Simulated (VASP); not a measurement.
The system is Ti.

```
CELL_PARAMETERS angstrom
-1.64100 1.64100 1.64100
1.64100 -1.64100 1.64100
1.64100 1.64100 -1.64100
ATOMIC_POSITIONS crystal
Ti 0.00000 0.00000 0.00000
```

This isn't the form of Ti at room conditions, which is hcp.

- Program: VASP 6.6.1
- Task: relaxation of cell and atoms
- Functional: PBE
- Potentials or basis: VASP PAW PBE potentials, release 64 (Ti_sv)
- Cutoff: 600 eV
- k mesh: 16 × 16 × 16
- Occupations: gaussian, width 0.1 eV
- Spin: no spin polarisation

At the start: pressure -2.8 GPa; volume 17.68 Å³/atom.

How do energy, volume and symmetry change on relaxing?

Over 3 steps the energy falls by 4.3 meV/atom and the volume is 17.19 Å³/atom (-2.8 %); space group Im-3m (No. 229, to 0.1 Å) before and after.

The path:
```
step  energy change (eV)  largest force (eV/Å)  pressure (GPa)  volume (Å³)
   1              0.0000                0.0000           -2.79        17.68
   2             -0.0027                0.0000            1.84        16.90
   3             -0.0043                0.0000            0.01        17.19
```

Final structure:
```xyz
1
Lattice="-1.6258 1.6258 1.6258 1.6258 -1.6258 1.6258 1.6258 1.6258 -1.6258" Properties=species:S:1:pos:R:3 pbc="T T T"
Ti    0.0000    0.0000    0.0000
```
